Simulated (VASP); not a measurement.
# Zn15Se16 (a cell with a defect) in VASP: single point with PBE

Aim: the single point of Zn15Se16 (a cell with a defect) with PBE.

Everything below comes from runs of VASP 6.6.1. Logs are shortened: lines on timing, memory, paths and dates and some standing lists are left out, and cuts for length are marked.

**1. The cell of the first run**

The cell holds a defect, 31 atoms: a = 9.928 Å, b = 9.928 Å, c = 9.928 Å, α = 109.47°, β = 109.47°, γ = 109.47°.

**2. Single point, PBE**

The input, INCAR:

```
PREC = Accurate
ENCUT = 520
EDIFF = 1E-7
ISMEAR = 0
SIGMA = 0.01
LREAL = Auto
LASPH = True
NELM = 60
ALGO = Normal
ISIF = 2
LWAVE = False
LCHARG = False
GGA = PE
NBANDS = 159
```

The input, KPOINTS:

```
Automatic mesh
0
Gamma
  2 2 2
  0.5 0.5 0.5
```

The input, POSCAR:

```
Zn15Se16
1.0
   -5.7317611754      5.7317611754     -5.7317611754
    5.7317611754     -5.7317611754     -5.7317611754
   -5.7317611754     -5.7317611754      5.7317611754
Zn Se
15 16
Direct
    0.2501432264      0.2500000000      0.4951462853
    0.0000000000      0.2500000000      0.7500000000
    0.7451462853      0.0001432264      0.2500000000
    0.7451462853      0.2500000000      0.0001432264
    0.5000000000      0.0001432264      0.4951462853
    0.2548537147      0.0048537147      0.7549969410
    0.0000000000      0.7500000000      0.2500000000
    1.0049969410      1.0048537147      1.0048537147
    0.7498567736      0.7450030590      0.4998567736
    0.5000000000      0.7500000000      0.7500000000
    0.2501432264      0.4951462853      0.2500000000
    0.2548537147      0.7549969410      0.0048537147
   -0.0049969410      0.4998567736      0.4998567736
    0.7498567736      0.4998567736      0.7450030590
    0.5000000000      0.4951462853      0.0001432264
    0.5000000000      0.0053369429      0.2500000000
    0.2506449633      0.0006449633      0.5004142113
    0.0002307520     -0.0004142113      0.7502307520
    0.7493550367      0.7497692480      0.2500000000
    0.7504142113      0.0006449633      0.0006449633
    0.5000000000      0.7497692480      0.4993550367
    0.2495857887      0.7502307520      0.7502307520
   -0.0002307520      0.4993550367      0.2500000000
    0.0002307520      0.7502307520     -0.0004142113
    0.7446630571      0.4946630571      0.4946630571
    0.5000000000      0.4993550367      0.7497692480
    0.2553369429      0.2500000000      0.2500000000
    0.2506449633      0.5004142113      0.0006449633
   -0.0002307520      0.2500000000      0.4993550367
    0.7493550367      0.2500000000      0.7497692480
    0.5000000000      0.2500000000      0.0053369429
```

Potentials or basis: VASP PAW PBE potentials, release 64 (Zn, Se).

On the command line:

```bash
cat potpaw_PBE.64/Zn/POTCAR potpaw_PBE.64/Se/POTCAR > POTCAR
mpirun -np 1 vasp_std > vasp.out
```

OUTCAR:

```text
PREC = Accurate
   ENCUT = 520
   EDIFF = 1E-7
   ISMEAR = 0
   LREAL = Auto
   LASPH = True
   NELM = 60
   ISIF = 2
   GGA = PE

 ion  position               nearest neighbor table
   1  0.250  0.250  0.495-  27 2.45  26 2.50  17 2.50  29 2.50
   2  0.000  0.250  0.750-  18 2.49  28 2.49  29 2.49  30 2.49
   3  0.745  0.000  0.250-  16 2.45  20 2.50  29 2.50  19 2.50
   4  0.745  0.250  0.000-  31 2.45  23 2.50  20 2.50  30 2.50
   5  0.500  0.000  0.495-  16 2.45  17 2.50  30 2.50  21 2.50
   6  0.255  0.005  0.755-  31 2.45  22 2.50  18 2.50  17 2.50
   7  0.000  0.750  0.250-  17 2.49  19 2.49  23 2.49  24 2.49
   8  0.005  0.005  0.005-  27 2.45  24 2.50  18 2.50  20 2.50
   9  0.750  0.745  0.500-  25 2.45  21 2.50  19 2.50  18 2.50
  10  0.500  0.750  0.750-  20 2.49  21 2.49  22 2.49  26 2.49
  11  0.250  0.495  0.250-  27 2.45  21 2.50  28 2.50  23 2.50
  12  0.255  0.755  0.005-  16 2.45  24 2.50  22 2.50  28 2.50
  13  0.995  0.500  0.500-  25 2.45  23 2.50  29 2.50  22 2.50
  14  0.750  0.500  0.745-  25 2.45  26 2.50  30 2.50  24 2.50
  15  0.500  0.495  0.000-  31 2.45  28 2.50  19 2.50  26 2.50
  16  0.500  0.005  0.250-   3 2.45   5 2.45  12 2.45
  17  0.251  0.001  0.500-   7 2.49   5 2.50   1 2.50   6 2.50
  18  0.000  1.000  0.750-   2 2.49   6 2.50   8 2.50   9 2.50
  19  0.749  0.750  0.250-   7 2.49   9 2.50  15 2.50   3 2.50
  20  0.750  0.001  0.001-  10 2.49   4 2.50   3 2.50   8 2.50
  21  0.500  0.750  0.499-  10 2.49   9 2.50  11 2.50   5 2.50
  22  0.250  0.750  0.750-  10 2.49   6 2.50  12 2.50  13 2.50
  23  1.000  0.499  0.250-   7 2.49  13 2.50   4 2.50  11 2.50
  24  0.000  0.750  1.000-   7 2.49   8 2.50  12 2.50  14 2.50
  25  0.745  0.495  0.495-   9 2.45  13 2.45  14 2.45
  26  0.500  0.499  0.750-  10 2.49  14 2.50   1 2.50  15 2.50
  27  0.255  0.250  0.250-   1 2.45  11 2.45   8 2.45
  28  0.251  0.500  0.001-   2 2.49  11 2.50  15 2.50  12 2.50
  29  1.000  0.250  0.499-   2 2.49  13 2.50   3 2.50   1 2.50
  30  0.749  0.250  0.750-   2 2.49  14 2.50   5 2.50   4 2.50
  31  0.500  0.250  0.005-   4 2.45  15 2.45   6 2.45

  LATTYP: Found a body centered cubic cell.
 ALAT       =    11.4635223508

  Lattice vectors:

 A1 = (  -5.7317611754,   5.7317611754,  -5.7317611754)
 A2 = (   5.7317611754,  -5.7317611754,  -5.7317611754)
 A3 = (  -5.7317611754,  -5.7317611754,   5.7317611754)

Analysis of symmetry for initial positions (statically):
=====================================================================
 Subroutine PRICEL returns:
 Original cell was already a primitive cell.

 Routine SETGRP: Setting up the symmetry group for a
 body centered cubic supercell.

 Subroutine GETGRP returns: Found 24 space group operations
[... 170 lines left out ...]
   EFERMI_NEDOS =   21; number of points for ismear=-14 and -15
   IALGO  =     38    algorithm
   IMIX   =      4    mixing-type and parameters
     AMIX     =   0.40;   BMIX     =  1.00
     AMIX_MAG =   1.60;   BMIX_MAG =  1.00
  volume/ion in A,a.u.               =      24.30       163.97
  Fermi-wavevector in a.u.,A,eV,Ry     =   1.171484  2.213784 18.672299  1.372375
  Thomas-Fermi vector in A             =   2.307927
   LORBIT       =      0    0 simple, 1 ext, 2 COOP (PROOUT), +10 PAW based schemes
   GGA     = PE    functional components
   LHFCALC =     F    Hartree Fock is set to
   AEXX    =    0.0000 exact exchange contribution
   IVDW    =     0    specifies the selected vdW correction
   LEPSILON=     F    determine dielectric tensor
   LRPA    =     F    only Hartree local field effects (RPA)
 non-spin polarized calculation
 Gauss-broadening in eV      SIGMA  =   0.01
  energy-cutoff  :      520.00
  volume of cell :      753.22
 maximum number of plane-waves:     20329
 NGX is ok and might be reduce to    80
   NGX = 37   NGY = 37   NGZ = 37

 number of electron     275.9999819 magnetization

 Free energy of the ion-electron system (eV)
  ---------------------------------------------------
  ext. energy  EPLUGINS =         0.00000000
  ---------------------------------------------------
  free energy    TOTEN  =       -91.95215767 eV

  energy without entropy =      -91.94685753  energy(sigma->0) =      -91.94950760

 E-fermi :   0.9074     XC(G=0):  -9.0405

 val. band max:        0.9006084239   @ k =  -0.2500   0.2500   0.2500
 cond. band min:       0.9457255281   @ k =   0.2500   0.2500   0.2500
 fundamental gap:      0.0451171042
 Fermi energy:         0.9074489529

 k-point     1 :       0.2500    0.2500    0.2500
  band No.  band energies     occupation
      1     -11.5629      2.00000
      2     -11.5629      2.00000
      3     -11.5629      2.00000
      4     -11.4283      2.00000
      5     -11.0818      2.00000
      6     -11.0818      2.00000
[... 142 lines left out ...]
    149       4.9024      0.00000
    150       4.9024      0.00000

 k-point     2 :      -0.2500    0.2500    0.2500
  band No.  band energies     occupation
      1     -11.7417      2.00000
      2     -11.3963      2.00000
      3     -11.3601      2.00000
      4     -11.3601      2.00000
      5     -11.3090      2.00000
      6     -11.1775      2.00000
[... 142 lines left out ...]
    149       5.1365      0.00000
    150       5.2084      0.00000
 [bands above 150 left out]

------------------------ aborting loop because EDIFF is reached ----------------------------------------

  FORCE on cell =-STRESS in cart. coord.  units (eV):
  Direction    XX          YY          ZZ          XY          YZ          ZX
  --------------------------------------------------------------------------------------
  -------------------------------------------------------------------------------------
  Total       -1.9796067     -1.9796067     -1.9796067      0.0000000     -0.0000000      0.0000000
  in kB       -4.2108061     -4.2108061     -4.2108061      0.0000000     -0.0000000      0.0000000
  external PRESSURE =      -4.2108061 kB  Pullay stress =       0.0000000 kB

 VOLUME and BASIS-vectors are now :
 -----------------------------------------------------------------------------
  energy-cutoff  :      520.00
  volume of cell :      753.22
      direct lattice vectors                 reciprocal lattice vectors
    -5.731761175  5.731761175 -5.731761175    -0.087233223  0.000000000 -0.087233223
     5.731761175 -5.731761175 -5.731761175     0.000000000 -0.087233223 -0.087233223
    -5.731761175 -5.731761175  5.731761175    -0.087233223 -0.087233223  0.000000000

 POSITION                                       TOTAL-FORCE (eV/Angst)
 -----------------------------------------------------------------------------------
     -2.83888     -2.83724     -0.02864         0.006767      0.002146     -0.002146
     -2.86588     -5.73176      2.86588         0.000000     -0.000000     -0.000000
     -5.70312      2.83724     -2.83888         0.002146     -0.002146      0.006767
     -2.83888      2.83724     -5.70312         0.006767     -0.002146      0.002146
     -5.70312      0.02700     -0.02864         0.002146      0.006767     -0.002146
     -5.76040     -2.89452      2.83888        -0.002146     -0.002146     -0.006767
[... 23 lines left out ...]
     -7.15968     -1.43531     -1.43057         0.028670      0.008128     -0.008128
     -1.46353      1.40235     -4.26823        -0.023350     -0.023350      0.023350
 -----------------------------------------------------------------------------------
    total drift:                               -0.000029     -0.000036     -0.000045

  FREE ENERGIE OF THE ION-ELECTRON SYSTEM (eV)
  ---------------------------------------------------
  free  energy   TOTEN  =       -91.9521576685 eV

  energy  without entropy=      -91.9468575275  energy(sigma->0) =      -91.94950760
```

OSZICAR:

```text
N       E                     dE             d eps       ncg     rms          rms(c)
DAV:   1     0.253647586089E+04    0.25365E+04   -0.11988E+05   636   0.195E+03
DAV:   2     0.372720490838E+03   -0.21638E+04   -0.21049E+04   636   0.480E+02
DAV:   3    -0.599874783568E+02   -0.43271E+03   -0.41914E+03   698   0.186E+02
DAV:   4    -0.955318982940E+02   -0.35544E+02   -0.35097E+02   704   0.506E+01
DAV:   5    -0.962805067381E+02   -0.74861E+00   -0.74238E+00   704   0.709E+00    0.171E+01
DAV:   6    -0.918972517531E+02    0.43833E+01   -0.11701E+01   864   0.369E+01    0.136E+01
DAV:   7    -0.919721122476E+02   -0.74860E-01   -0.92608E+00   696   0.694E+00    0.544E+00
DAV:   8    -0.919497098277E+02    0.22402E-01   -0.41098E-01   792   0.400E+00    0.177E+00
DAV:   9    -0.919502547888E+02   -0.54496E-03   -0.92201E-02   760   0.269E+00    0.344E-01
DAV:  10    -0.919508185067E+02   -0.56372E-03   -0.14617E-02   696   0.125E+00    0.210E-01
DAV:  11    -0.919515647301E+02   -0.74622E-03   -0.34704E-03   776   0.305E-01    0.116E-01
DAV:  12    -0.919521046337E+02   -0.53990E-03   -0.12118E-03   728   0.144E-01    0.383E-02
DAV:  13    -0.919521401787E+02   -0.35545E-04   -0.19064E-04   736   0.126E-01    0.142E-02
DAV:  14    -0.919521543475E+02   -0.14169E-04   -0.60521E-05   728   0.567E-02    0.107E-02
DAV:  15    -0.919521554970E+02   -0.11495E-05   -0.13127E-05   712   0.400E-02    0.368E-03
DAV:  16    -0.919521574959E+02   -0.19989E-05   -0.40287E-06   664   0.720E-03    0.166E-03
DAV:  17    -0.919521576117E+02   -0.11580E-06   -0.15496E-06   680   0.885E-03    0.147E-03
DAV:  18    -0.919521576685E+02   -0.56792E-07   -0.17832E-07   408   0.556E-03
   1 F= -.91952158E+02 E0= -.91949508E+02  d E =-.530014E-02
```

stdout:

```text
POSCAR found type information on POSCAR ZnSe
 POSCAR found :  2 types and      31 ions
 scaLAPACK will be used
 LDA part: xc-table for (Slater+PW92), standard interpolation
 POSCAR, INCAR and KPOINTS ok, starting setup
 FFT: planning ... GRIDC
 FFT: planning ... GRID_SOFT
 FFT: planning ... GRID
 WAVECAR not read
 entering main loop
```

It used 1600 s of CPU time on 1 thread of AMD EPYC 7R13 Processor (Zen 3), with other jobs on the host.

Results:

- Free energy: -91.9522 eV
- Pressure: -0.4 GPa
- Largest force: 0.040 eV/Å
- Band gap on the k mesh: zero (band 138 reaches 0.95 eV, above the bottom of band 139 at 0.90 eV)

Forces in eV/Å, atoms in the order of the input:
```
Zn   0.007  0.002 -0.002
Zn   0.000  0.000  0.000
Zn   0.002 -0.002  0.007
Zn   0.007 -0.002  0.002
Zn   0.002  0.007 -0.002
Zn  -0.002 -0.002 -0.007
Zn   0.000  0.000  0.000
Zn  -0.002 -0.007 -0.002
Zn  -0.007  0.002  0.002
Zn   0.000  0.000  0.000
Zn  -0.002  0.002  0.007
Zn  -0.007 -0.002 -0.002
Zn   0.002 -0.007  0.002
Zn   0.002  0.002 -0.007
Zn  -0.002  0.007  0.002
Se   0.023 -0.023 -0.023
Se   0.008  0.008 -0.029
Se  -0.029 -0.008 -0.008
Se  -0.008  0.008  0.029
Se   0.008 -0.029  0.008
Se  -0.008  0.029  0.008
Se  -0.008 -0.029 -0.008
Se   0.008 -0.008  0.029
Se  -0.008 -0.008 -0.029
Se   0.023  0.023  0.023
Se   0.008  0.029 -0.008
Se  -0.023  0.023 -0.023
Se  -0.029  0.008  0.008
Se   0.029 -0.008  0.008
Se   0.029  0.008 -0.008
Se  -0.023 -0.023  0.023
```

Caveat: the k points lie up to 0.39 Å⁻¹ apart.
